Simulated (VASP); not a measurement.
# Si2W (I4/mmm) in VASP: further runs

Si2W is run at these levels: PBE; tasks: single point.

All numbers are computed with VASP 6.6.1; they aren't measurements. Logs are shortened: lines on timing, memory, paths and dates and some standing lists are left out, and cuts for length are marked.

## (1) The cell of the first run

Symmetry: I4/mmm, No. 139, tetragonal system. Conventional cell: a = 3.308 Å, b = 3.308 Å, c = 8.233 Å, α = 90.00°, β = 90.00°, γ = 90.00°. Within 3.5 Å of Si (site symmetry 4mm) lie 9 Si at 2.67 to 3.31 Å and 5 W at 2.70 to 2.73 Å. W (site symmetry 4/mmm) has 10 Si at 2.70 to 2.73 Å and 4 W at 3.31 Å within 3.6 Å.

## (2) Single point, PBE (strained)

File INCAR:

```
  ALGO = Normal
  EDIFF = 1E-6
  ENCUT = 520
  GGA = PE
  ISIF = 2
  ISMEAR = 0
  LASPH = True
  LCHARG = False
  LREAL = False
  LWAVE = False
  NBANDS = 18
  NELM = 100
  PREC = Accurate
  SIGMA = 0.1
```

File KPOINTS:

```
k-points
0
Gamma
  18 18 18
```

File POSCAR:

```
Si2W
1.0
   -1.6538427400      1.6538427400      4.1164726000
    1.6538427400     -1.6538427400      4.1164726000
    1.6538427400      1.6538427400     -4.1164726000
Si W
2 1
Direct
    0.3283372657      0.3283372657      0.0000000000
    0.6716627343      0.6716627343      0.0000000000
    0.0000000000      0.0000000000      0.0000000000
```

Potentials or basis: VASP PAW PBE potentials, release 64 (Si, W_sv).

On the command line:

```console
$ cat potpaw_PBE.64/Si/POTCAR potpaw_PBE.64/W_sv/POTCAR > POTCAR
$ mpirun -np 1 vasp_std > vasp.out
```

OUTCAR:

```text
EDIFF = 1E-6
   ENCUT = 520
   GGA = PE
   ISIF = 2
   ISMEAR = 0
   LASPH = True
   LREAL = False
   NELM = 100
   PREC = Accurate

 ion  position               nearest neighbor table
   1  0.328  0.328  0.000-   2 2.67   2 2.67   2 2.67   2 2.67   3 2.70   3 2.73   3 2.73   3 2.73
                             3 2.73   2 2.83
   2  0.672  0.672  0.000-   1 2.67   1 2.67   1 2.67   1 2.67   3 2.70   3 2.73   3 2.73   3 2.73
                             3 2.73   1 2.83
   3  0.000  0.000  0.000-   1 2.70   2 2.70   2 2.73   1 2.73   2 2.73   2 2.73   2 2.73   1 2.73
                             1 2.73   1 2.73

  LATTYP: Found a body centered tetragonal cell.
 ALAT       =     3.3076854800
 C/A-ratio  =     2.4890350820

  Lattice vectors:

 A1 = (  -1.6538427400,   1.6538427400,   4.1164726000)
 A2 = (   1.6538427400,  -1.6538427400,   4.1164726000)
 A3 = (   1.6538427400,   1.6538427400,  -4.1164726000)

Analysis of symmetry for initial positions (statically):
=====================================================================
 Subroutine PRICEL returns:
 Original cell was already a primitive cell.

 Routine SETGRP: Setting up the symmetry group for a
 body centered tetragonal supercell.

 Subroutine GETGRP returns: Found 16 space group operations
 (whereof 16 operations were pure point group operations)
 out of a pool of 16 trial point group operations.

The static configuration has the point symmetry D_4h.

Analysis of symmetry for dynamics (positions and initial velocities):
=====================================================================
 Subroutine PRICEL returns:
 Original cell was already a primitive cell.

 Routine SETGRP: Setting up the symmetry group for a
 body centered tetragonal supercell.

 Subroutine GETGRP returns: Found 16 space group operations
 (whereof 16 operations were pure point group operations)
 out of a pool of 16 trial point group operations.

The dynamic configuration has the point symmetry D_4h.

 Subroutine INISYM returns: Found 16 space group operations
 (whereof 16 operations are pure point group operations),
 and found     1 'primitive' translations

----------------------------------------------------------------------------------------

                                     Primitive cell

  volume of cell :      45.0374

  direct lattice vectors                    reciprocal lattice vectors
    -1.653842740  1.653842740  4.116472600     0.000000000  0.302326205  0.121463216
[... 89 lines left out ...]
   LREAL  =      F    real-space projection
   EDIFFG = 0.1E-04   stopping-criterion for IOM
   NSW    =      0    number of steps for IOM
   IBRION =     -1    ionic relax: 0-MD 1-quasi-New 2-CG
   NFREE  =      0    steps in history (QN), initial steepest desc. (CG)
   ISIF   =      2    stress and relaxation
   ISYM   =      2    0-nonsym 1-usesym 2-fastsym
   POTIM  = 0.5000    time-step for ionic-motion
   TEBEG  =    0.0;   TEEND  =   0.0 temperature during run
   PSTRESS=    0.0 pullay stress
   NELECT =      22.0000    total number of electrons
   NUPDOWN=      -1.0000    fix difference up-down
   EMIN   =  10.00;   EMAX   =-10.00  energy-range for DOS
   EFERMI =   0.00;   METHOD = LEGACY
   ISMEAR =     0;   SIGMA  =   0.10  broadening in eV -4-tet -1-fermi 0-gaus
   EFERMI_NEDOS =   21; number of points for ismear=-14 and -15
   IALGO  =     38    algorithm
   IMIX   =      4    mixing-type and parameters
     AMIX     =   0.40;   BMIX     =  1.00
     AMIX_MAG =   1.60;   BMIX_MAG =  1.00
  volume/ion in A,a.u.               =      15.01       101.31
  Fermi-wavevector in a.u.,A,eV,Ry     =   1.289311  2.436445 22.617292  1.662324
  Thomas-Fermi vector in A             =   2.421212
   LORBIT       =      0    0 simple, 1 ext, 2 COOP (PROOUT), +10 PAW based schemes
   GGA     = PE    functional components
   LHFCALC =     F    Hartree Fock is set to
   AEXX    =    0.0000 exact exchange contribution
   IVDW    =     0    specifies the selected vdW correction
   LEPSILON=     F    determine dielectric tensor
   LRPA    =     F    only Hartree local field effects (RPA)
 non-spin polarized calculation
 Gauss-broadening in eV      SIGMA  =   0.10
  energy-cutoff  :      520.00
  volume of cell :       45.04
 maximum number of plane-waves:      1236
   NGX = 17   NGY = 17   NGZ = 17

 number of electron      21.9999999 magnetization

 Free energy of the ion-electron system (eV)
  ---------------------------------------------------
  ext. energy  EPLUGINS =         0.00000000
  ---------------------------------------------------
  free energy    TOTEN  =       -24.50931312 eV

  energy without entropy =      -24.50631186  energy(sigma->0) =      -24.50781249

 E-fermi :  10.4581     XC(G=0): -12.0284

 val. band max:       10.4503718810   @ k =  -0.2222  -0.2778   0.1667
 cond. band min:      10.4617637707   @ k =   0.2778   0.2222   0.1667
 fundamental gap:      0.0113918897
 Fermi energy:        10.4581481694

 k-point     1 :       0.0000    0.0000    0.0000
  band No.  band energies     occupation
      1     -63.6360      2.00000
      2     -27.8405      2.00000
      3     -27.7895      2.00000
      4     -27.7895      2.00000
      5      -2.7843      2.00000
      6       4.4132      2.00000
[... 481 lines left out ...]
      5      -1.9616      2.00000
      6       4.2661      2.00000
[... 10 lines left out ...]
     17      16.2647      0.00000
     18      18.0811      0.00000

 [... further k-points ...]

------------------------ aborting loop because EDIFF is reached ----------------------------------------

  FORCE on cell =-STRESS in cart. coord.  units (eV):
  Direction    XX          YY          ZZ          XY          YZ          ZX
  --------------------------------------------------------------------------------------
  -------------------------------------------------------------------------------------
  Total       -4.0778717     -4.0778717     -6.5242302      0.0000000      0.0000000     -0.0000000
  in kB     -145.0676229   -145.0676229   -232.0952319      0.0000000      0.0000000     -0.0000000
  external PRESSURE =    -174.0768259 kB  Pullay stress =       0.0000000 kB

 VOLUME and BASIS-vectors are now :
 -----------------------------------------------------------------------------
  energy-cutoff  :      520.00
  volume of cell :       45.04
      direct lattice vectors                 reciprocal lattice vectors
    -1.653842740  1.653842740  4.116472600     0.000000000  0.302326205  0.121463216
     1.653842740 -1.653842740  4.116472600     0.302326205  0.000000000  0.121463216
     1.653842740  1.653842740 -4.116472600     0.302326205  0.302326205  0.000000000

 POSITION                                       TOTAL-FORCE (eV/Angst)
 -----------------------------------------------------------------------------------
      0.00000      0.00000      2.70318         0.000000      0.000000      0.876446
      0.00000      0.00000      5.52976         0.000000      0.000000     -0.876446
      0.00000      0.00000      0.00000        -0.000000     -0.000000     -0.000000
 -----------------------------------------------------------------------------------
    total drift:                                0.000000      0.000000     -0.000000

  FREE ENERGIE OF THE ION-ELECTRON SYSTEM (eV)
  ---------------------------------------------------
  free  energy   TOTEN  =       -24.5093131228 eV

  energy  without entropy=      -24.5063118595  energy(sigma->0) =      -24.50781249
```

OSZICAR:

```text
N       E                     dE             d eps       ncg     rms          rms(c)
DAV:   1     0.127136099316E+03    0.12714E+03   -0.10771E+04 17280   0.121E+03
DAV:   2    -0.210050998357E+02   -0.14814E+03   -0.14475E+03 19692   0.314E+02
DAV:   3    -0.255123525176E+02   -0.45073E+01   -0.44492E+01 21978   0.489E+01
DAV:   4    -0.255560033487E+02   -0.43651E-01   -0.43577E-01 20416   0.504E+00
DAV:   5    -0.255565106698E+02   -0.50732E-03   -0.50729E-03 20752   0.590E-01    0.200E+01
DAV:   6    -0.246622442294E+02    0.89427E+00   -0.57015E+00 18492   0.152E+01    0.569E+00
DAV:   7    -0.245436270740E+02    0.11862E+00   -0.66519E-01 18276   0.422E+00    0.417E+00
DAV:   8    -0.245098886389E+02    0.33738E-01   -0.86514E-02 18968   0.220E+00    0.350E-01
DAV:   9    -0.245094340674E+02    0.45457E-03   -0.18440E-03 21104   0.319E-01    0.231E-01
DAV:  10    -0.245093280254E+02    0.10604E-03   -0.47507E-04 19958   0.187E-01    0.398E-02
DAV:  11    -0.245093132253E+02    0.14800E-04   -0.87434E-05 19234   0.704E-02    0.232E-02
DAV:  12    -0.245093131228E+02    0.10249E-06   -0.53260E-06 19260   0.147E-02
   1 F= -.24509313E+02 E0= -.24507812E+02  d E =-.300126E-02
```

stdout:

```text
POSCAR found type information on POSCAR SiW
 POSCAR found :  2 types and       3 ions
 scaLAPACK will be used
 LDA part: xc-table for (Slater+PW92), standard interpolation
 POSCAR, INCAR and KPOINTS ok, starting setup
 FFT: planning ... GRIDC
 FFT: planning ... GRID_SOFT
 FFT: planning ... GRID
 WAVECAR not read
 entering main loop
```

It took 2.7 min on 1 thread of Intel Xeon 6975P-C (Granite Rapids), shared host; peak memory 0.48 GiB.

Results:

- Free energy: -24.5093 eV
- Pressure: -17.4 GPa
- Largest force: 0.876 eV/Å
- Band gap on the k mesh: zero (bands 11 and 12 overlap by 1.37 eV)

Forces on the atoms (eV/Å):
```
Si   0.000  0.000  0.876
Si   0.000  0.000 -0.876
W    0.000  0.000  0.000
```

Levels at points of the mesh, in eV from the Fermi level:
| k point | band 7 | band 8 | band 9 | band 10 | band 11 | band 12 | band 13 | band 14 | band 15 | band 16 |
| --- | --- | --- | --- | --- | --- | --- | --- | --- | --- | --- |
| (0.00, 0.00, 0.00) | -4.07 | -2.72 | -2.57 | -2.57 | 0.77 | 2.02 | 3.11 | 3.29 | 3.29 | 3.84 |
| (0.50, 0.00, 0.00) | -5.19 | -4.43 | -2.50 | -2.17 | -0.27 | 2.44 | 2.50 | 3.44 | 3.74 | 5.01 |
| (0.50, 0.50, 0.00) | -5.68 | -5.62 | -4.67 | -2.88 | -1.39 | 2.00 | 2.66 | 2.67 | 3.16 | 4.25 |
| (0.50, 0.50, 0.50) | -3.15 | -2.48 | -0.83 | -0.83 | -0.41 | -0.41 | 0.91 | 3.63 | 3.73 | 5.67 |

Caveat: the cell differs from its parent crystal (strained); the stress differs along the axes, from -23 to -15 GPa; spin-orbit coupling is left out, which moves the levels of the heavy elements.

(Part 1 of 2 ends here.)
